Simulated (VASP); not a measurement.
# Os (Fd-3m) in VASP: a series of runs

Os is run at these levels: RPBE; tasks: relaxation of cell and atoms, single point.

Program: VASP 6.6.1. These are calculated values, not measurements. Logs are shortened: lines on timing, memory, paths and dates and some standing lists are left out, and cuts for length are marked.

## (1) The cell of the first run

It takes space group Fd-3m (No. 227, cubic). Conventional cell: a = 5.326 Å, b = 5.326 Å, c = 5.326 Å, α = 90.00°, β = 90.00°, γ = 90.00°. Within 3.0 Å of Os (site symmetry -43m) lie 4 Os at 2.31 Å.

This isn't the form of Os at room conditions, which is hcp.

## (2) Relaxation of cell and atoms, RPBE

Contents of INCAR:

```
PREC = Accurate
ENCUT = 600
EDIFF = 1E-6
ISMEAR = -1
SIGMA = 0.1
LREAL = False
LASPH = True
NELM = 100
ALGO = Normal
ISIF = 3
LWAVE = False
LCHARG = False
GGA = RP
IBRION = 2
NSW = 80
EDIFFG = -0.01
```

Contents of KPOINTS:

```
Automatic mesh
0
Gamma
  10 10 10
```

Contents of POSCAR:

```
Os
1.0
    0.0000000000      2.6631674351      2.6631674351
    2.6631674351      0.0000000000      2.6631674351
    2.6631674351      2.6631674351      0.0000000000
Os
2
Direct
    0.1250000000      0.1250000000      0.1250000000
    0.8750000000      0.8750000000      0.8750000000
```

Potentials or basis: VASP PAW PBE potentials, release 64 (Os).

Started as:

```
> cat potpaw_PBE.64/Os/POTCAR > POTCAR
> mpirun -np 1 vasp_std > vasp.out
```

OUTCAR:

```text
PREC = Accurate
   ENCUT = 600
   EDIFF = 1E-6
   ISMEAR = -1
   LREAL = False
   LASPH = True
   NELM = 100
   ISIF = 3
   GGA = RP
   IBRION = 2
   NSW = 80
   EDIFFG = -0.01

 ion  position               nearest neighbor table
   1  0.125  0.125  0.125-   2 2.31   2 2.31   2 2.31   2 2.31
   2  0.875  0.875  0.875-   1 2.31   1 2.31   1 2.31   1 2.31

  LATTYP: Found a face centered cubic cell.
 ALAT       =     5.3263348702

  Lattice vectors:

 A1 = (   0.0000000000,   2.6631674351,   2.6631674351)
 A2 = (   2.6631674351,   0.0000000000,   2.6631674351)
 A3 = (   2.6631674351,   2.6631674351,   0.0000000000)

Analysis of symmetry for initial positions (statically):
=====================================================================
 Subroutine PRICEL returns:
 Original cell was already a primitive cell.

 Routine SETGRP: Setting up the symmetry group for a
 face centered cubic supercell.

 Subroutine GETGRP returns: Found 48 space group operations
 (whereof 12 operations were pure point group operations)
 out of a pool of 48 trial point group operations.

The static configuration has the point symmetry D_3d.
 The point group associated with its full space group is O_h .

Analysis of symmetry for dynamics (positions and initial velocities):
=====================================================================
 Subroutine PRICEL returns:
 Original cell was already a primitive cell.

 Routine SETGRP: Setting up the symmetry group for a
 face centered cubic supercell.

 Subroutine GETGRP returns: Found 48 space group operations
 (whereof 12 operations were pure point group operations)
 out of a pool of 48 trial point group operations.

The dynamic configuration has the point symmetry D_3d.
 The point group associated with its full space group is O_h .

 Subroutine INISYM returns: Found 48 space group operations
 (whereof 12 operations are pure point group operations),
 and found     1 'primitive' translations

----------------------------------------------------------------------------------------

                                     Primitive cell

  volume of cell :      37.7768

  direct lattice vectors                    reciprocal lattice vectors
     0.000000000  2.663167435  2.663167435    -0.187746363  0.187746363  0.187746363
     2.663167435  0.000000000  2.663167435     0.187746363 -0.187746363  0.187746363
     2.663167435  2.663167435  0.000000000     0.187746363  0.187746363 -0.187746363

  length of vectors
     3.766287506  3.766287506  3.766287506     0.325186240  0.325186240  0.325186240

  position of ions in fractional coordinates (direct lattice)
     0.125000000  0.125000000  0.125000000
     0.875000000  0.875000000  0.875000000

  ion indices of the primitive-cell ions
   primitive index   ion index
                 1           1
                 2           2

----------------------------------------------------------------------------------------

 KPOINTS: Automatic mesh

Automatic generation of k-mesh.
 Grid dimensions read from file:
 generate k-points for:   10   10   10

 Generating k-lattice:

  Cartesian coordinates                     Fractional coordinates (reciprocal lattice)
    -0.018774636  0.018774636  0.018774636     0.100000000  0.000000000  0.000000000
     0.018774636 -0.018774636  0.018774636     0.000000000  0.100000000  0.000000000
     0.018774636  0.018774636 -0.018774636     0.000000000  0.000000000  0.100000000

  Length of vectors
     0.032518624  0.032518624  0.032518624

  Shift w.r.t. Gamma in fractional coordinates (k-lattice)
     0.000000000  0.000000000  0.000000000

 Subroutine IBZKPT returns following result:
 ===========================================

 Found     47 irreducible k-points:

 Following reciprocal coordinates:
            Coordinates               Weight
  0.000000  0.000000  0.000000      1.000000
  0.100000  0.000000  0.000000      8.000000
  0.200000  0.000000  0.000000      8.000000
  0.300000  0.000000  0.000000      8.000000
  0.400000  0.000000  0.000000      8.000000
  0.500000  0.000000  0.000000      4.000000
[... 16 lines left out ...]
  0.300000  0.300000  0.000000      6.000000
  0.400000  0.300000  0.000000     24.000000
 [... further k-points ...]
   k-points           NKPTS =     47   k-points in BZ     NKDIM =     47   number of bands    NBANDS=     12
   number of dos      NEDOS =    301   number of ions     NIONS =      2
   total plane-waves  NPLWV =  27000
   dimension x,y,z NGX =    30 NGY =   30 NGZ =   30
   dimension x,y,z NGXF=    60 NGYF=   60 NGZF=   60
   ions per type =               2
   NGX,Y,Z   is equivalent  to a cutoff of  13.24, 13.24, 13.24 a.u.
   NGXF,Y,Z  is equivalent  to a cutoff of  26.48, 26.48, 26.48 a.u.
 SYSTEM =  unknown system
   PREC   = accura    normal or accurate (medium, high low for compatibility)
   ISTART =      0    job   : 0-new  1-cont  2-samecut
   ICHARG =      2    charge: 1-file 2-atom 10-const
   ISPIN  =      1    spin polarized calculation?
   LNONCOLLINEAR =      F non collinear calculations
   LSORBIT =      F    spin-orbit coupling
   LASPH  =      T    aspherical Exc in radial PAW
   ENCUT  =  600.0 eV  44.10 Ry    6.64 a.u.   7.52  7.52  7.52*2*pi/ulx,y,z
   NELM   =    100;   NELMIN=  2; NELMDL= -5     # of ELM steps
   EDIFF  = 0.1E-05   stopping-criterion for ELM
   LREAL  =      F    real-space projection
   EDIFFG = -.1E-01   stopping-criterion for IOM
   NSW    =     80    number of steps for IOM
   IBRION =      2    ionic relax: 0-MD 1-quasi-New 2-CG
   NFREE  =      1    steps in history (QN), initial steepest desc. (CG)
   ISIF   =      3    stress and relaxation
   ISYM   =      2    0-nonsym 1-usesym 2-fastsym
   POTIM  = 0.5000    time-step for ionic-motion
   TEBEG  =    0.0;   TEEND  =   0.0 temperature during run
   PSTRESS=    0.0 pullay stress
   NELECT =      16.0000    total number of electrons
   NUPDOWN=      -1.0000    fix difference up-down
   EMIN   =  10.00;   EMAX   =-10.00  energy-range for DOS
   EFERMI =   0.00;   METHOD = LEGACY
   ISMEAR =    -1;   SIGMA  =   0.10  broadening in eV -4-tet -1-fermi 0-gaus
   EFERMI_NEDOS =   21; number of points for ismear=-14 and -15
   IALGO  =     38    algorithm
   IMIX   =      4    mixing-type and parameters
     AMIX     =   0.40;   BMIX     =  1.00
     AMIX_MAG =   1.60;   BMIX_MAG =  1.00
  volume/ion in A,a.u.               =      18.89       127.47
  Fermi-wavevector in a.u.,A,eV,Ry     =   1.229437  2.323299 20.565422  1.511516
  Thomas-Fermi vector in A             =   2.364324
   LORBIT       =      0    0 simple, 1 ext, 2 COOP (PROOUT), +10 PAW based schemes
   GGA     = RP    functional components
   LHFCALC =     F    Hartree Fock is set to
   AEXX    =    0.0000 exact exchange contribution
   IVDW    =     0    specifies the selected vdW correction
   LEPSILON=     F    determine dielectric tensor
   LRPA    =     F    only Hartree local field effects (RPA)
 conjugate gradient relaxation of ions
 non-spin polarized calculation
  energy-cutoff  :      600.00
  volume of cell :       37.78
 maximum number of plane-waves:      1295
   NGX = 15   NGY = 15   NGZ = 15

--------------------------------------- Ionic step        1  -------------------------------------------

 number of electron      15.9999999 magnetization

 Free energy of the ion-electron system (eV)
  ---------------------------------------------------
  ext. energy  EPLUGINS =         0.00000000
  ---------------------------------------------------
  free energy    TOTEN  =       -18.33816697 eV

  energy without entropy =      -18.28875294  energy(sigma->0) =      -18.31345996

 E-fermi :   5.8671     XC(G=0): -11.8175

 val. band max:        5.8647786744   @ k =   0.4000   0.2000   0.0000
 cond. band min:       5.8704544639   @ k =   0.5000   0.2000   0.0000
 fundamental gap:      0.0056757895
 Fermi energy:         5.8670976471

 k-point     1 :       0.0000    0.0000    0.0000
  band No.  band energies     occupation
      1      -2.4731      2.00000
      2       0.9105      2.00000
      3       0.9105      2.00000
      4       1.8422      2.00000
      5       1.8422      2.00000
      6       1.8422      2.00000
      7       5.2447      1.99605
      8       5.2447      1.99605
      9       5.2447      1.99605
     10       8.9727      0.00000
     11       8.9727      0.00000
     12      17.5609      0.00000

 k-point     2 :       0.1000    0.0000    0.0000
  band No.  band energies     occupation
      1      -2.2643      2.00000
      2       0.8091      2.00000
      3       0.8091      2.00000
      4       1.8111      2.00000
      5       2.0287      2.00000
      6       2.0287      2.00000
      7       4.9851      1.99970
      8       5.2087      1.99724
      9       5.2087      1.99724
     10       8.9489      0.00000
     11       8.9489      0.00000
     12      16.9032      0.00000
[... 820 lines left out ...]
 VOLUME and BASIS-vectors are now :
 -----------------------------------------------------------------------------
  energy-cutoff  :      600.00
  volume of cell :       43.40
      direct lattice vectors                 reciprocal lattice vectors
     0.000000000  2.789289027  2.789289027    -0.179257149  0.179257149  0.179257149
     2.789289027  0.000000000  2.789289027     0.179257149 -0.179257149  0.179257149
     2.789289027  2.789289027  0.000000000     0.179257149  0.179257149 -0.179257149

 POSITION                                       TOTAL-FORCE (eV/Angst)
 -----------------------------------------------------------------------------------
      0.69732      0.69732      0.69732        -0.000000     -0.000000     -0.000000
      4.88126      4.88126      4.88126         0.000000      0.000000      0.000000
 -----------------------------------------------------------------------------------
    total drift:                               -0.000000      0.000000      0.000000

  FREE ENERGIE OF THE ION-ELECTRON SYSTEM (eV)
  ---------------------------------------------------
  free  energy   TOTEN  =       -18.8749967961 eV

  energy  without entropy=      -18.8169857989  energy(sigma->0) =      -18.84599130

--------------------------------------- Ionic step        5  -------------------------------------------

 number of electron      15.9999998 magnetization

 Free energy of the ion-electron system (eV)
  ---------------------------------------------------
  ext. energy  EPLUGINS =         0.00000000
  ---------------------------------------------------
  free energy    TOTEN  =       -18.87549213 eV

  energy without entropy =      -18.81777951  energy(sigma->0) =      -18.84663582

 E-fermi :   4.4066     XC(G=0): -11.0986

 val. band max:        4.4002219132   @ k =   0.3000   0.2000   0.1000
 cond. band min:       4.4215182275   @ k =   0.3000   0.2000   0.0000
 fundamental gap:      0.0212963142
 Fermi energy:         4.4066348778

 k-point     1 :       0.0000    0.0000    0.0000
  band No.  band energies     occupation
      1      -3.0823      2.00000
      2       0.2830      2.00000
      3       0.2830      2.00000
      4       0.8743      2.00000
      5       0.8743      2.00000
      6       0.8743      2.00000
      7       3.8609      1.99151
      8       3.8609      1.99151
      9       3.8609      1.99151
     10       6.8724      0.00000
     11       6.8724      0.00000
     12      15.6816      0.00000

 k-point     2 :       0.1000    0.0000    0.0000
  band No.  band energies     occupation
      1      -2.9022      2.00000
      2       0.1818      2.00000
      3       0.1818      2.00000
      4       0.8509      2.00000
      5       1.0465      2.00000
      6       1.0465      2.00000
      7       3.6668      1.99878
      8       3.8348      1.99345
      9       3.8348      1.99345
     10       6.8567      0.00000
     11       6.8567      0.00000
     12      14.9181      0.00000
[... 343 lines left out ...]
 VOLUME and BASIS-vectors are now :
 -----------------------------------------------------------------------------
  energy-cutoff  :      600.00
  volume of cell :       43.21
      direct lattice vectors                 reciprocal lattice vectors
     0.000000000  2.785264284  2.785264284    -0.179516178  0.179516178  0.179516178
     2.785264284  0.000000000  2.785264284     0.179516178 -0.179516178  0.179516178
     2.785264284  2.785264284  0.000000000     0.179516178  0.179516178 -0.179516178

 POSITION                                       TOTAL-FORCE (eV/Angst)
 -----------------------------------------------------------------------------------
      0.69632      0.69632      0.69632         0.000000     -0.000000     -0.000000
      4.87421      4.87421      4.87421        -0.000000      0.000000      0.000000
 -----------------------------------------------------------------------------------
    total drift:                               -0.000000      0.000000      0.000000

  FREE ENERGIE OF THE ION-ELECTRON SYSTEM (eV)
  ---------------------------------------------------
  free  energy   TOTEN  =       -18.8754921271 eV

  energy  without entropy=      -18.8177795105  energy(sigma->0) =      -18.84663582

 reached required accuracy - stopping structural energy minimisation
```

It took 48 s on 1 thread of Intel Xeon 6975P-C (Granite Rapids), shared host; peak memory 0.19 GiB.

What came out:

```yaml
Free_energy: -18.8755 eV
Relaxed_volume: 21.61 Å³/atom
Relaxed_cell: a = 3.939 Å, b = 3.939 Å, c = 3.939 Å, α = 60.00°, β = 60.00°, γ = 60.00°
Space_group_after_relaxing_to_0.1_Å: Fd-3m (No. 227)
Pressure_after_relaxing: 0.0 GPa
Band_gap_on_the_k_mesh: zero (bands 8 and 9 overlap by 1.10 eV)
```

Final structure:
```cif
data_structure
_symmetry_space_group_name_H-M 'P 1'
_symmetry_Int_Tables_number 1
_cell_length_a 3.9390
_cell_length_b 3.9390
_cell_length_c 3.9390
_cell_angle_alpha 60.000
_cell_angle_beta 60.000
_cell_angle_gamma 60.000
_cell_volume 43.21
loop_
_atom_site_label
_atom_site_type_symbol
_atom_site_fract_x
_atom_site_fract_y
_atom_site_fract_z
_atom_site_occupancy
Os1 Os 0.12500 0.12500 0.12500 1
Os2 Os 0.87500 0.87500 0.87500 1
```

Levels at points of the mesh, in eV from the Fermi level:
```
           k point  band 5  band 6  band 7  band 8  band 9  band 10  band 11  band 12
(0.00, 0.00, 0.00)   -3.53   -3.53   -0.55   -0.55   -0.55     2.47     2.47    11.27
(0.50, 0.00, 0.00)   -3.76   -3.76   -1.47    0.35    0.35     1.79     1.79     2.83
(0.50, 0.50, 0.00)   -2.82   -2.82   -1.27   -1.27    2.15     2.15     3.33     3.33
```

Caveat: the PAW data sets were made with another functional, which shifts forces and pressure a little; spin-orbit coupling is left out, which moves the levels of the heavy elements.

## (3) Single point, RPBE

This run uses another cell than the first one, of 21.72 Å³/atom.

Contents of INCAR:

```
SYSTEM = Os
ALGO = Normal ; EDIFF = 1E-7
ENCUT = 520 ; GGA = RP
ISIF = 2 ; ISMEAR = -1
LASPH = .True. ; LCHARG = .False.
LREAL = .False. ; LWAVE = .False.
NBANDS = 15 ; NELM = 80
PREC = Accurate ; SIGMA = 0.1
```

Contents of KPOINTS:

```
k-points
0
Gamma
  16 16 16
  0 0 0
```

Contents of POSCAR:

```
Os
1.0
    0.0000000000      2.7903079534      2.7903079534
    2.7903079534      0.0000000000      2.7903079534
    2.7903079534      2.7903079534      0.0000000000
Os
2
Direct
    0.1250000000      0.1250000000      0.1250000000
    0.8750000000      0.8750000000      0.8750000000
```

Potentials or basis: VASP PAW PBE potentials, release 64 (Os).

Started as:

```
> cat potpaw_PBE.64/Os/POTCAR > POTCAR
> mpirun -np 1 vasp_std > vasp.out
```

OUTCAR:

```text
SYSTEM = Os
   EDIFF = 1E-7
   ENCUT = 520
   GGA = RP
   ISIF = 2
   ISMEAR = -1
   LASPH = .True.
   LREAL = .False.
   NELM = 80
   PREC = Accurate

 ion  position               nearest neighbor table
   1  0.125  0.125  0.125-   2 2.42   2 2.42   2 2.42   2 2.42
   2  0.875  0.875  0.875-   1 2.42   1 2.42   1 2.42   1 2.42

  LATTYP: Found a face centered cubic cell.
 ALAT       =     5.5806159068

  Lattice vectors:

 A1 = (   0.0000000000,   2.7903079534,   2.7903079534)
[... 620 lines left out ...]
------------------------ aborting loop because EDIFF is reached ----------------------------------------

  FORCE on cell =-STRESS in cart. coord.  units (eV):
  Direction    XX          YY          ZZ          XY          YZ          ZX
  --------------------------------------------------------------------------------------
  -------------------------------------------------------------------------------------
  Total       -0.2902711     -0.2902711     -0.2902711      0.0000000     -0.0000000      0.0000000
  in kB      -10.7035549    -10.7035549    -10.7035549      0.0000000     -0.0000000      0.0000000
  external PRESSURE =     -10.7035549 kB  Pullay stress =       0.0000000 kB

 VOLUME and BASIS-vectors are now :
 -----------------------------------------------------------------------------
  energy-cutoff  :      520.00
  volume of cell :       43.45
      direct lattice vectors                 reciprocal lattice vectors
     0.000000000  2.790307953  2.790307953    -0.179191691  0.179191691  0.179191691
     2.790307953  0.000000000  2.790307953     0.179191691 -0.179191691  0.179191691
     2.790307953  2.790307953  0.000000000     0.179191691  0.179191691 -0.179191691

 POSITION                                       TOTAL-FORCE (eV/Angst)
 -----------------------------------------------------------------------------------
      0.69758      0.69758      0.69758         0.000000      0.000000      0.000000
      4.88304      4.88304      4.88304        -0.000000     -0.000000     -0.000000
 -----------------------------------------------------------------------------------
    total drift:                               -0.000000      0.000000      0.000000

  FREE ENERGIE OF THE ION-ELECTRON SYSTEM (eV)
  ---------------------------------------------------
  free  energy   TOTEN  =       -18.8759676612 eV

  energy  without entropy=      -18.8178393475  energy(sigma->0) =      -18.84690350
```

stdout:

```text
POSCAR found type information on POSCAR Os
 POSCAR found :  1 types and       2 ions
 scaLAPACK will be used
 -----------------------------------------------------------------------------
|                                                                             |
|                                                                             |
|     You enforced a specific xc type in the INCAR file but a different       |
|     I HOPE YOU KNOW WHAT YOU ARE DOING!                                     |
|                                                                             |
 -----------------------------------------------------------------------------

 LDA part: xc-table for (Slater+PW92), standard interpolation
 POSCAR, INCAR and KPOINTS ok, starting setup
 FFT: planning ... GRIDC
 FFT: planning ... GRID_SOFT
 FFT: planning ... GRID
 WAVECAR not read
 entering main loop
```

It took 39 s on 1 thread of Intel Xeon 6975P-C (Granite Rapids), shared host; peak memory 0.22 GiB.

Results:

* Free energy: -18.8760 eV
* Pressure: -1.1 GPa
* Band gap on the k mesh: zero (bands 8 and 9 overlap by 1.21 eV)

Caveat: the PAW data sets were made with another functional, which shifts forces and pressure a little; spin-orbit coupling is left out, which moves the levels of the heavy elements.
